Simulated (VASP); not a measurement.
The system is Cu.

```xyz
4
Lattice="2.5308 0.0000 0.0000 -1.2654 2.1917 0.0000 0.0000 0.0000 8.2618" Properties=species:S:1:pos:R:3 pbc="T T T"
Cu    0.0000    0.0000    0.0000
Cu    0.0000    1.4611    2.0655
Cu    0.0000    0.0000    4.1309
Cu    1.2654    0.7306    6.1964
```

This isn't the form of Cu at room conditions, which is fcc.

- Program: VASP 6.6.1
- Task: relaxation of cell and atoms
- Functional: PBEsol
- Dispersion: D3(BJ)
- Potentials or basis: VASP PAW PBE potentials, release 64 (Cu)
- Cutoff: 600 eV
- k mesh: 11 × 11 × 3
- Occupations: fermi-dirac, width 0.05 eV
- Spin: no spin polarisation

At the start: pressure -8.9 GPa; volume 11.46 Å³/atom.

Q: Where does the relaxation end?

A: Over 8 steps the energy falls by 18.8 meV/atom and the volume is 10.86 Å³/atom (-5.2 %); space group P6_3/mmc (No. 194, to 0.1 Å) before and after.

The path:
```
step  energy change (eV)  largest force (eV/Å)  pressure (GPa)  volume (Å³)
   1              0.0000                0.0000           -8.93        45.83
   2             -0.0360                0.0000            7.96        41.72
   3             -0.0751                0.0000            0.06        43.34
   4             -0.0751                0.0000            0.14        43.39
   5             -0.0548                0.0000           -5.02        44.60
   6             -0.0750                0.0000           -0.25        43.44
   7             -0.0753                0.0000           -0.46        43.45
   8             -0.0753                0.0000           -0.34        43.45
```

Final structure:
```
CELL_PARAMETERS angstrom
2.48020 0.00000 0.00000
-1.24010 2.14792 0.00000
0.00000 0.00000 8.15563
ATOMIC_POSITIONS crystal
Cu 0.00000 0.00000 0.00000
Cu 0.33333 0.66667 0.25000
Cu 0.00000 0.00000 0.50000
Cu 0.66667 0.33333 0.75000
```

Caveat: the PAW data sets were made with another functional, which shifts forces and pressure a little.
